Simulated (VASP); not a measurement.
# Pd (Im-3m) in VASP: further runs

The runs below take Pd through relaxation of cell and atoms, single point, with PBEsol.

Everything below comes from runs of VASP 6.6.1. Logs are shortened: lines on timing, memory, paths and dates and some standing lists are left out, and cuts for length are marked.

## (1) The cell of the first run

The structure is cubic, space group Im-3m (No. 229). Conventional cell: a = 3.145 Å, b = 3.145 Å, c = 3.145 Å, α = 90.00°, β = 90.00°, γ = 90.00°. Within 3.6 Å of Pd (site symmetry m-3m) lie 14 Pd at 2.72 to 3.14 Å.

## (2) Relaxation of cell and atoms, PBEsol, target pressure 30 GPa, at which the enthalpy is minimised

Contents of INCAR:

```
ALGO = Normal ; EDIFF = 1E-6
EDIFFG = -0.005 ; ENCUT = 600
GGA = PS ; IBRION = 2
ISIF = 3 ; ISMEAR = -1
LASPH = True ; LCHARG = False
LREAL = False ; LWAVE = False
NELM = 100 ; NSW = 80
PREC = Accurate ; PSTRESS = 300.0
SIGMA = 0.05
```

Contents of KPOINTS:

```
k-points
0
Gamma
  12 12 12
```

Contents of POSCAR:

```
Pd
1.0
   -1.5722810000      1.5722810000      1.5722810000
    1.5722810000     -1.5722810000      1.5722810000
    1.5722810000      1.5722810000     -1.5722810000
Pd
1
Direct
    0.0000000000      0.0000000000      0.0000000000
```

Potentials or basis: VASP PAW PBE potentials, release 64 (Pd).

The run is started by

```bash
$ cat potpaw_PBE.64/Pd/POTCAR > POTCAR
$ mpirun -np 1 vasp_std > vasp.out
```

OUTCAR:

```text
EDIFF = 1E-6
   EDIFFG = -0.005
   ENCUT = 600
   GGA = PS
   IBRION = 2
   ISIF = 3
   ISMEAR = -1
   LASPH = True
   LREAL = False
   NELM = 100
   NSW = 80
   PREC = Accurate
   PSTRESS = 300.0

 ion  position               nearest neighbor table
   1  0.000  0.000  0.000-

  LATTYP: Found a body centered cubic cell.
 ALAT       =     3.1445620000

  Lattice vectors:

 A1 = (  -1.5722810000,   1.5722810000,   1.5722810000)
 A2 = (   1.5722810000,  -1.5722810000,   1.5722810000)
 A3 = (   1.5722810000,   1.5722810000,  -1.5722810000)

Analysis of symmetry for initial positions (statically):
=====================================================================
 Subroutine PRICEL returns:
 Original cell was already a primitive cell.

 Routine SETGRP: Setting up the symmetry group for a
 body centered cubic supercell.

 Subroutine GETGRP returns: Found 48 space group operations
 (whereof 48 operations were pure point group operations)
 out of a pool of 48 trial point group operations.

The static configuration has the point symmetry O_h .

Analysis of symmetry for dynamics (positions and initial velocities):
=====================================================================
 Subroutine PRICEL returns:
 Original cell was already a primitive cell.

 Routine SETGRP: Setting up the symmetry group for a
 body centered cubic supercell.

 Subroutine GETGRP returns: Found 48 space group operations
 (whereof 48 operations were pure point group operations)
 out of a pool of 48 trial point group operations.

The dynamic configuration has the point symmetry O_h .

 Subroutine INISYM returns: Found 48 space group operations
 (whereof 48 operations are pure point group operations),
 and found     1 'primitive' translations

----------------------------------------------------------------------------------------

                                     Primitive cell

  volume of cell :      15.5471

  direct lattice vectors                    reciprocal lattice vectors
    -1.572281000  1.572281000  1.572281000     0.000000000  0.318009313  0.318009313
     1.572281000 -1.572281000  1.572281000     0.318009313  0.000000000  0.318009313
     1.572281000  1.572281000 -1.572281000     0.318009313  0.318009313  0.000000000

  length of vectors
     2.723270576  2.723270576  2.723270576     0.449733083  0.449733083  0.449733083

  position of ions in fractional coordinates (direct lattice)
     0.000000000  0.000000000  0.000000000

  ion indices of the primitive-cell ions
   primitive index   ion index
                 1           1

----------------------------------------------------------------------------------------

 KPOINTS: k-points

Automatic generation of k-mesh.
 Grid dimensions read from file:
 generate k-points for:   12   12   12

 Generating k-lattice:

  Cartesian coordinates                     Fractional coordinates (reciprocal lattice)
     0.000000000  0.026500776  0.026500776     0.083333333  0.000000000  0.000000000
     0.026500776  0.000000000  0.026500776     0.000000000  0.083333333  0.000000000
     0.026500776  0.026500776  0.000000000     0.000000000  0.000000000  0.083333333

  Length of vectors
     0.037477757  0.037477757  0.037477757

  Shift w.r.t. Gamma in fractional coordinates (k-lattice)
     0.000000000  0.000000000  0.000000000

 Subroutine IBZKPT returns following result:
 ===========================================

 Found     72 irreducible k-points:

 Following reciprocal coordinates:
            Coordinates               Weight
  0.000000  0.000000  0.000000      1.000000
  0.083333  0.000000  0.000000     12.000000
  0.166667  0.000000  0.000000     12.000000
  0.250000  0.000000  0.000000     12.000000
  0.333333  0.000000  0.000000     12.000000
  0.416667  0.000000  0.000000     12.000000
[... 16 lines left out ...]
  0.333333  0.083333  0.083333     24.000000
  0.416667  0.083333  0.083333     12.000000
 [... further k-points ...]
   k-points           NKPTS =     72   k-points in BZ     NKDIM =     72   number of bands    NBANDS=      9
   number of dos      NEDOS =    301   number of ions     NIONS =      1
   total plane-waves  NPLWV =  13824
   dimension x,y,z NGX =    24 NGY =   24 NGZ =   24
   dimension x,y,z NGXF=    48 NGYF=   48 NGZF=   48
   ions per type =               1
   NGX,Y,Z   is equivalent  to a cutoff of  14.65, 14.65, 14.65 a.u.
   NGXF,Y,Z  is equivalent  to a cutoff of  29.30, 29.30, 29.30 a.u.
 SYSTEM =  unknown system
   PREC   = accura    normal or accurate (medium, high low for compatibility)
   ISTART =      0    job   : 0-new  1-cont  2-samecut
   ICHARG =      2    charge: 1-file 2-atom 10-const
   ISPIN  =      1    spin polarized calculation?
   LNONCOLLINEAR =      F non collinear calculations
   LSORBIT =      F    spin-orbit coupling
   LASPH  =      T    aspherical Exc in radial PAW
   ENCUT  =  600.0 eV  44.10 Ry    6.64 a.u.   5.44  5.44  5.44*2*pi/ulx,y,z
   NELM   =    100;   NELMIN=  2; NELMDL= -5     # of ELM steps
   EDIFF  = 0.1E-05   stopping-criterion for ELM
   LREAL  =      F    real-space projection
   EDIFFG = -.5E-02   stopping-criterion for IOM
   NSW    =     80    number of steps for IOM
   IBRION =      2    ionic relax: 0-MD 1-quasi-New 2-CG
   NFREE  =      1    steps in history (QN), initial steepest desc. (CG)
   ISIF   =      3    stress and relaxation
   ISYM   =      2    0-nonsym 1-usesym 2-fastsym
   POTIM  = 0.5000    time-step for ionic-motion
   TEBEG  =    0.0;   TEEND  =   0.0 temperature during run
   PSTRESS=  300.0 pullay stress
   NELECT =      10.0000    total number of electrons
   NUPDOWN=      -1.0000    fix difference up-down
   EMIN   =  10.00;   EMAX   =-10.00  energy-range for DOS
   EFERMI =   0.00;   METHOD = LEGACY
   ISMEAR =    -1;   SIGMA  =   0.05  broadening in eV -4-tet -1-fermi 0-gaus
   EFERMI_NEDOS =   21; number of points for ismear=-14 and -15
   IALGO  =     38    algorithm
   IMIX   =      4    mixing-type and parameters
     AMIX     =   0.40;   BMIX     =  1.00
     AMIX_MAG =   1.60;   BMIX_MAG =  1.00
  volume/ion in A,a.u.               =      15.55       104.92
  Fermi-wavevector in a.u.,A,eV,Ry     =   1.413160  2.670485 27.171123  1.997021
  Thomas-Fermi vector in A             =   2.534834
   LORBIT       =      0    0 simple, 1 ext, 2 COOP (PROOUT), +10 PAW based schemes
   GGA     = PS    functional components
   LHFCALC =     F    Hartree Fock is set to
   AEXX    =    0.0000 exact exchange contribution
   IVDW    =     0    specifies the selected vdW correction
   LEPSILON=     F    determine dielectric tensor
   LRPA    =     F    only Hartree local field effects (RPA)
 conjugate gradient relaxation of ions
 non-spin polarized calculation
  energy-cutoff  :      600.00
  volume of cell :       15.55
 maximum number of plane-waves:       539
 NGX is ok and might be reduce to    24
   NGX = 11   NGY = 11   NGZ = 11

--------------------------------------- Ionic step        1  -------------------------------------------

 number of electron      10.0000002 magnetization

 Free energy of the ion-electron system (eV)
  ---------------------------------------------------
  ext. energy  EPLUGINS =         0.00000000
  ---------------------------------------------------
  free energy    TOTEN  =        -5.88474951 eV

  energy without entropy =       -5.87432243  energy(sigma->0) =       -5.87953597

 E-fermi :   8.7337     XC(G=0): -13.0510

 val. band max:        8.7266725672   @ k =  -0.4167   0.4167   0.4167
 cond. band min:       8.8111299796   @ k =  -0.4167   0.4167   0.2500
 fundamental gap:      0.0844574124
 Fermi energy:         8.7337422106

 k-point     1 :       0.0000    0.0000    0.0000
  band No.  band energies     occupation
      1       1.9273      2.00000
      2       6.0115      2.00000
      3       6.0115      2.00000
      4       6.0115      2.00000
      5       7.8806      2.00000
      6       7.8806      2.00000
      7      27.9593      0.00000
      8      27.9593      0.00000
      9      27.9593      0.00000
[... 265 lines left out ...]
 k-point    24 :       0.4167    0.0833    0.0833
  band No.  band energies     occupation
      1       4.1699      2.00000
      2       4.8988      2.00000
      3       7.7289      2.00000
      4       7.8814      2.00000
      5       8.1074      1.99999
      6      12.2026      0.00000
      7      16.2035      0.00000
      8      22.9651      0.00000
      9      23.7085      0.00000

 [... further k-points ...]

------------------------ aborting loop because EDIFF is reached ----------------------------------------

  FORCE on cell =-STRESS in cart. coord.  units (eV):
  Direction    XX          YY          ZZ          XY          YZ          ZX
  --------------------------------------------------------------------------------------
  -------------------------------------------------------------------------------------
  Total       -0.9989749     -0.9989749     -0.9989749     -0.0000000     -0.0000000     -0.0000000
  in kB     -102.9472273   -102.9472273   -102.9472273     -0.0000000     -0.0000000     -0.0000000
  external PRESSURE =    -402.9472273 kB  Pullay stress =     300.0000000 kB
[... 96 lines left out ...]
  energy  without entropy=       -5.8386232606  energy(sigma->0) =       -5.84262068

  enthalpy is  TOTEN    =        -3.3251859268 eV   P V=        2.5214321654

[... ionic steps 4 to 14 ...]

--------------------------------------- Ionic step       15  -------------------------------------------

 number of electron      10.0000000 magnetization

------------------------ aborting loop because EDIFF is reached ----------------------------------------
[... 69 lines left out ...]
--------------------------------------- Ionic step       17  -------------------------------------------

 number of electron      10.0000000 magnetization

 Free energy of the ion-electron system (eV)
  ---------------------------------------------------
  ext. energy  EPLUGINS =         0.00000000
  ---------------------------------------------------
  free energy    TOTEN  =        -5.78805368 eV

  energy without entropy =       -5.78032504  energy(sigma->0) =       -5.78418936

 E-fermi :  11.7185     XC(G=0): -14.1270

 val. band max:       11.7167572744   @ k =  -0.2500   0.2500   0.1667
 cond. band min:      11.7327976540   @ k =  -0.4167   0.4167   0.3333
 fundamental gap:      0.0160403795
 Fermi energy:        11.7184848068

 k-point     1 :       0.0000    0.0000    0.0000
  band No.  band energies     occupation
      1       3.5733      2.00000
      2       8.1840      2.00000
      3       8.1840      2.00000
      4       8.1840      2.00000
      5      10.5974      2.00000
      6      10.5974      2.00000
      7      31.2711      0.00000
      8      31.2711      0.00000
      9      37.5492      0.00000
[... 265 lines left out ...]
 k-point    24 :       0.4167    0.0833    0.0833
  band No.  band energies     occupation
      1       5.8311      2.00000
      2       6.7222      2.00000
      3      10.3290      2.00000
      4      10.6317      2.00000
      5      10.9345      2.00000
      6      15.5687      0.00000
      7      20.6663      0.00000
      8      26.7138      0.00000
      9      28.4387      0.00000

 [... further k-points ...]

------------------------ aborting loop because EDIFF is reached ----------------------------------------

  FORCE on cell =-STRESS in cart. coord.  units (eV):
  Direction    XX          YY          ZZ          XY          YZ          ZX
  --------------------------------------------------------------------------------------
  -------------------------------------------------------------------------------------
  Total        2.4501565      2.4501565      2.4501565     -0.0000000     -0.0000000      0.0000000
  in kB      299.7809208    299.7809208    299.7809208     -0.0000000     -0.0000000      0.0000000
  external PRESSURE =      -0.2190792 kB  Pullay stress =     300.0000000 kB
[... 20 lines left out ...]
  energy  without entropy=       -5.7803250370  energy(sigma->0) =       -5.78418936

  enthalpy is  TOTEN    =        -3.3361065860 eV   P V=        2.4519470930

 reached required accuracy - stopping structural energy minimisation
```

Wall time 2.7 min (1 thread of AMD EPYC 7R13, shared host); peak memory 0.13 GiB.

Results:

```yaml
Free_energy: -5.7881 eV
Relaxed_volume: 13.09 Å³/atom
Relaxed_cell: a = 2.572 Å, b = 2.572 Å, c = 2.572 Å, α = 109.47°, β = 109.47°, γ = 109.47°
Space_group_after_relaxing_to_0.05_Å: Im-3m (No. 229)
Energy_change_on_relaxing_the_enthalpy_is_what_falls: +96.7 meV/atom
Ionic_steps: 17
Pressure_after_relaxing: 30.0 GPa
Band_gap_on_the_k_mesh: zero (band 5 reaches 12.55 eV, above the bottom of band 6 at 10.45 eV)
```

The path:
```tsv
step	energy change (eV)	largest force (eV/Å)	pressure (GPa)	volume (Å³)
1	0.0000	0.0000	-10.29	15.55
2	5.4809	0.0000	488.51	8.30
3	0.0381	0.0000	20.84	13.47
4	0.0651	0.0000	25.18	13.28
5	0.0993	0.0000	30.37	13.08
6	0.0907	0.0000	29.15	13.13
7	0.0910	0.0000	29.18	13.13
8	0.0921	0.0000	29.34	13.12
9	0.0922	0.0000	29.34	13.12
10	0.0922	0.0000	29.34	13.12
11	0.0923	0.0000	29.35	13.12
12	0.0924	0.0000	29.36	13.12
13	0.0928	0.0000	29.43	13.12
14	0.0934	0.0000	29.52	13.11
15	0.0948	0.0000	29.72	13.11
16	0.0974	0.0000	30.11	13.09
17	0.0967	0.0000	29.98	13.09
```

Final structure:
```
Pd
1.0
    -1.48484    1.48484    1.48484
     1.48484   -1.48484    1.48484
     1.48484    1.48484   -1.48484
Pd
1
Direct
  0.00000 0.00000 0.00000
```

Levels at points of the mesh, in eV from the Fermi level:
```
           k point  band 2  band 3  band 4  band 5  band 6  band 7  band 8  band 9
(0.00, 0.00, 0.00)   -3.53   -3.53   -3.53   -1.12   -1.12   19.55   19.55   25.83
(0.50, 0.00, 0.00)   -5.00   -1.19   -0.80    0.83    1.15    9.06   15.35   19.10
(0.50, 0.50, 0.50)   -6.34    0.34    0.34    0.34    9.67    9.67    9.67   19.29
```

Caveat: the cell is relaxed towards a set pressure, so the enthalpy falls and the energy may rise; the volume moved by over 15 % at a fixed basis, so the end points are rough; the PAW data sets were made with another functional, which shifts forces and pressure a little.

## (3) Single point, PBEsol, non-collinear spin, zero start, spin-orbit coupling

Contents of INCAR:

```
SYSTEM = Pd
PREC = Accurate
ENCUT = 520
EDIFF = 1E-7
ISMEAR = -1
SIGMA = 0.05
LREAL = .False.
LASPH = .True.
NELM = 150
ALGO = Fast
ISIF = 2
LWAVE = .False.
LCHARG = .False.
LNONCOLLINEAR = .True.
MAGMOM = 0 0 0
LORBIT = 11
LSORBIT = .True.
GGA_COMPAT = .False.
LORBMOM = .True.
LMAXMIX = 4
GGA = PS
NBANDS = 21
```

Contents of KPOINTS:

```
regular mesh
0
Gamma
  9 9 9
  0 0 0
```

POSCAR is that of step 2.

Potentials or basis: VASP PAW PBE potentials, release 64 (Pd).

The run is started by

```bash
$ cat potpaw_PBE.64/Pd/POTCAR > POTCAR
$ mpirun -np 1 vasp_ncl > vasp.out
```

Run time: 54 s. Hardware: 1 thread of AMD EPYC 7R13, shared host; peak memory 0.14 GiB.

Results (log left out):

* Free energy: -5.9336 eV
* Pressure: -10.3 GPa
* Net moment: 0.00 μB per cell
* Valence electrons inside the program's atomic spheres: Pd 9.33

Moments on the atoms (μB; x, y, z):
```
Pd  0.00 0.00 0.00
```

Caveat: the PAW data sets were made with another functional, which shifts forces and pressure a little.
